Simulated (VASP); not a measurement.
## V: single point with PBE

V, a slab with vacuum:

```
V
1.0
     2.59550    0.00000    0.00000
    -0.86517    2.44706    0.00000
     0.00000    0.00000   25.59607
V
6
Direct
  0.50000 0.50000 0.29301
  0.00000 0.00000 0.37581
  0.50000 0.50000 0.45860
  0.00000 0.00000 0.54140
  0.50000 0.50000 0.62419
  0.00000 0.00000 0.70699
```

- Program: VASP 6.6.1
- Task: single point
- Functional: PBE
- Potentials or basis: VASP PAW PBE potentials, release 64 (V_sv)
- Cutoff: 520 eV
- k mesh: 14 × 14 × 1
- Occupations: gaussian, width 0.1 eV
- Spin: no spin polarisation

The largest force is 0.417 eV/Å. The band gap on the k mesh is zero (bands 39 and 40 overlap by 1.70 eV).

Forces in eV/Å, atoms in the order of the input:
```
V    0.000  0.000  0.417
V    0.000  0.000 -0.332
V    0.000  0.000 -0.068
V    0.000  0.000  0.068
V    0.000  0.000  0.332
V    0.000  0.000 -0.417
```

Levels at points of the mesh, in eV from the Fermi level:
| k point | band 35 | band 36 | band 37 | band 38 | band 39 | band 40 | band 41 | band 42 | band 43 | band 44 |
| --- | --- | --- | --- | --- | --- | --- | --- | --- | --- | --- |
| (0.00, 0.00, 0.00) | -0.32 | -0.29 | 0.01 | 0.12 | 0.20 | 0.30 | 0.36 | 0.54 | 0.64 | 0.93 |
| (0.50, 0.00, 0.00) | -1.07 | -1.07 | -0.27 | -0.27 | 0.50 | 0.50 | 1.47 | 1.47 | 2.20 | 2.20 |
| (0.50, 0.50, 0.00) | -0.97 | -0.50 | 0.12 | 0.30 | 1.31 | 1.47 | 1.54 | 1.73 | 1.80 | 2.20 |

Wall time 9.2 min on 1 thread of Intel(R) Xeon(R) 6975P-C (Granite Rapids), on a shared host, peak memory 0.45 GiB.
